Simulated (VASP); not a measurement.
Write the native input for VASP 6.6.1 that does the following.

| Quantity | Value |
| --- | --- |
| Task | single point |
| Functional | PBE |
| Potentials or basis | VASP PAW PBE potentials, release 64 (Ni, Al) |
| Cutoff | 520 eV |
| k mesh | 8 × 8 × 8 |
| Occupations | fermi-dirac, width 0.05 eV |
| Spin | collinear spin, ferromagnetic start |
| Starting moments | [0.8, 0.0] μB |
| Fixed moment | 0.8 μB |
| Dipole correction | no |
| Further INCAR settings | ALGO = Normal; EDIFF = 1e-06; NBANDS = 18 |

The structure of AlNi lies in POSCAR:

```
AlNi
1.0
    2.8810000000      0.0000000000      0.0000000000
    0.0000000000      2.8810000000      0.0000000000
    0.0000000000      0.0000000000      2.8810000000
Ni Al
1 1
Direct
    0.5000000000      0.5000000000      0.5000000000
    0.0000000000      0.0000000000      0.0000000000
```

The input as run:

INCAR

```
SYSTEM = AlNi
  PREC = Accurate
  ENCUT = 520
  EDIFF = 1E-6
  ISMEAR = -1
  SIGMA = 0.05
  LREAL = .False.
  LASPH = .True.
  NELM = 150
  ALGO = Normal
  ISIF = 2
  LWAVE = .False.
  LCHARG = .False.
  ISPIN = 2
  MAGMOM = 0.8 0
  LORBIT = 11
  NUPDOWN = 0.8
  LMAXMIX = 4
  GGA = PE
  NBANDS = 18
```

KPOINTS

```
regular mesh
0
Gamma
  8 8 8
  0 0 0
```

Potentials or basis: VASP PAW PBE potentials, release 64 (Ni, Al).

Command:

```console
$ cat potpaw_PBE.64/Ni/POTCAR potpaw_PBE.64/Al/POTCAR > POTCAR
$ mpirun -np 1 vasp_std > vasp.out
```

Results of the run:

* Pressure: 4.4 GPa
* Net moment: 0.80 μB per cell
* Site moments: Ni +0.60; Al +0.05 μB
* Valence electrons inside the program's atomic spheres: Ni 9.43; Al 0.80

Caveat: the cell stands under pressure; the total moment is fixed, so each spin has its own Fermi level.

Wall time 44 s on 1 thread of Intel Xeon 8259CL, on a shared host, peak memory 0.16 GiB.
